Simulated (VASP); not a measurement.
Input of a VASP 6.6.1 run:

Contents of INCAR:

```
PREC = Accurate ; ENCUT = 520
EDIFF = 1E-7 ; ISMEAR = 0
SIGMA = 0.2 ; LREAL = F
LASPH = T ; NELM = 60
ALGO = Normal ; ISIF = 2
LWAVE = F ; LCHARG = T
GGA = PE ; LELF = T
LVHAR = T ; NBANDS = 35
```

KPOINTS

```
Automatic mesh
0
Gamma
  3 3 3
```

The input POSCAR:

```
YTiGeAs3
1.0
    2.7298568235     -5.1952638382      0.0000000000
    2.7298568235      5.1952638382      0.0000000000
    0.0000000000      0.0000000000      5.3540151959
Y Ti Ge As
1 1 1 3
Direct
    0.0000000000      0.0000000000      0.0000000000
    0.5000000000      0.5000000000      0.5000000000
    0.0000000000      0.0000000000      0.5000000000
    0.5000000000      0.5000000000      0.0000000000
    0.2505664263      0.7494335737      0.5000000000
    0.7494335737      0.2505664263      0.5000000000
```

Potentials or basis: VASP PAW PBE potentials, release 64 (Y_sv, Ti_sv, Ge_d, As).

The run is started by

```bash
$ cat potpaw_PBE.64/Y_sv/POTCAR potpaw_PBE.64/Ti_sv/POTCAR potpaw_PBE.64/Ge_d/POTCAR potpaw_PBE.64/As/POTCAR > POTCAR
$ mpirun -np 1 vasp_std > vasp.out
```

(1) What does it give for the band gap on the k mesh?

(2) Estimate the pressure.

Results:

(1) zero (bands 26 and 27 overlap by 0.14 eV).

(2) 0.5 GPa.

Caveat: the k points lie up to 0.43 Å⁻¹ apart.
